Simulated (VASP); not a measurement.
Wanted: the native input for a VASP 6.6.1 run.

```
Task                   : single point
Functional             : PBEsol
Potentials or basis    : VASP PAW PBE potentials, release 64 (Ru_pv)
Cutoff                 : 520 eV
k mesh                 : 15 × 15 × 15
Occupations            : fermi-dirac, width 0.136057 eV
Spin                   : no spin polarisation
Dipole correction      : no
Further INCAR settings : ALGO = Normal; EDIFF = 1e-06; NBANDS = 13
```

The structure of Ru lies in POSCAR:

```
Ru
1.0
    0.0000000000      1.8828559279      1.8828559279
    1.8828559279      0.0000000000      1.8828559279
    1.8828559279      1.8828559279      0.0000000000
Ru
1
Direct
    0.0000000000      0.0000000000      0.0000000000
```

These files were run (other wordings do the same):

INCAR

```
SYSTEM = Ru
PREC     = Accurate       ! precision mode
ENCUT    = 520            ! plane-wave cutoff, eV
EDIFF    = 1E-6           ! SCF threshold, eV
ISMEAR   = -1             ! smearing method
SIGMA    = 0.13605693000000002 ! smearing width, eV
LREAL    = .False.        ! projectors in reciprocal space
LASPH    = .True.         ! aspherical terms in the spheres
NELM     = 100            ! most SCF steps
ALGO     = Normal         ! electronic algorithm
ISIF     = 2              ! what is computed and relaxed
LWAVE    = .False.        ! write WAVECAR
LCHARG   = .False.        ! write CHGCAR
GGA      = PS             ! functional
NBANDS   = 13             ! bands
```

KPOINTS

```
Automatic mesh
0
Gamma
  15 15 15
  0 0 0
```

Potentials or basis: VASP PAW PBE potentials, release 64 (Ru_pv).

Launch:

```console
$ cat potpaw_PBE.64/Ru_pv/POTCAR > POTCAR
$ mpirun -np 1 vasp_std > vasp.out
```

Results of the run:

```json
{
  "Pressure": "1.2 GPa",
  "Band gap on the k mesh": "zero (band 7 reaches 15.17 eV, above the bottom of band 8 at 11.53 eV)"
}
```

Caveat: the PAW data sets were made with another functional, which shifts forces and pressure a little.

Wall time 12 s on 1 thread of Intel Xeon 6975P-C, on a shared host, peak memory 0.14 GiB.
